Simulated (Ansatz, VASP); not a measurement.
## One calculation of WSe4, two programs

```xyz
5
Lattice="3.3201 0.0000 0.0000 -1.6600 2.8753 0.0000 0.0000 0.0000 44.9518" Properties=species:S:1:pos:R:3 pbc="T T T"
Se    0.0000    1.9169    7.5000
Se    0.0000    1.9169   20.7975
Se    0.0000    1.9169   24.1542
Se    0.0000    1.9169   37.4518
W     0.0000    0.0000   22.4759
```

Alike in both runs: functional PBE; k mesh 9 × 9 × 1; occupations gaussian, width 0.05 eV; no spin polarisation.

Ansatz relaxed the structure, and its values are those at the end. VASP's run is a single point on that final structure, the one shown.

```csv
,VASP,Ansatz
version,VASP 6.6.1,Ansatz 0.2.0
potentials or method,"VASP PAW PBE potentials, release 64 (Se, W_sv), cutoff 520 eV","scalar-relativistic, plane waves, PAW"
valence electrons in the cell,38,78
```

```csv
,VASP,Ansatz,Ansatz less VASP
gap on the k mesh at the Fermi level (eV),none,none,-
rms of the force components (eV/Å),0.021,0.004,-0.0163
```

A gap of «none» marks a metal or a gap that the smearing closes. With one functional, cell and mesh, what is left measures potentials, basis and numerics. VASP's potentials hold 38 valence electrons a cell and Ansatz's 78, so a difference there can come from the potentials and not from the codes. Ansatz's warnings: xc potential rough in thin density.

Neither program's run includes spin-orbit coupling.
